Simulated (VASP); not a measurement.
Au: single point with B3LYP

Crystal: Au.

```xyz
1
Lattice="-1.6772 1.6772 1.6772 1.6772 -1.6772 1.6772 1.6772 1.6772 -1.6772" Properties=species:S:1:pos:R:3 pbc="T T T"
Au    0.0000    0.0000    0.0000
```

```
Program                            : VASP 6.6.1
Task                               : single point
Functional                         : B3LYP
Potentials or basis                : VASP PAW PBE potentials, release 64 (Au)
Cutoff                             : 520 eV
k mesh                             : 6 × 6 × 6
Occupations                        : fermi-dirac, width 0.05 eV
Spin                               : no spin polarisation
Dipole correction                  : no
Grid for exact exchange (PRECFOCK) : Normal
Further INCAR settings             : ALGO = Normal; EDIFF = 1e-06; NBANDS = 12
```

The pressure is 0.4 GPa.

Levels at points of the mesh, in eV from the Fermi level:
| k point | band 3 | band 4 | band 5 | band 6 | band 7 | band 8 | band 9 | band 10 |
| --- | --- | --- | --- | --- | --- | --- | --- | --- |
| (0.00, 0.00, 0.00) | -6.00 | -6.00 | -4.33 | -4.33 | 17.45 | 17.45 | 17.45 | 23.57 |
| (0.50, 0.00, 0.00) | -4.43 | -4.13 | -2.77 | -0.63 | 3.37 | 13.15 | 14.03 | 21.62 |
| (0.50, 0.50, 0.50) | -3.15 | -3.15 | -3.15 | 6.75 | 6.75 | 6.75 | 9.46 | 15.98 |

Wall time 7.1 min on 1 thread of Intel(R) Xeon(R) Platinum 8488C (Sapphire Rapids) (shared host), peak memory 0.15 GiB.

Caveat: the k points lie up to 0.44 Å⁻¹ apart; the PAW data sets were made with another functional, which shifts forces and pressure a little; spin-orbit coupling is left out, which moves the levels of the heavy elements.
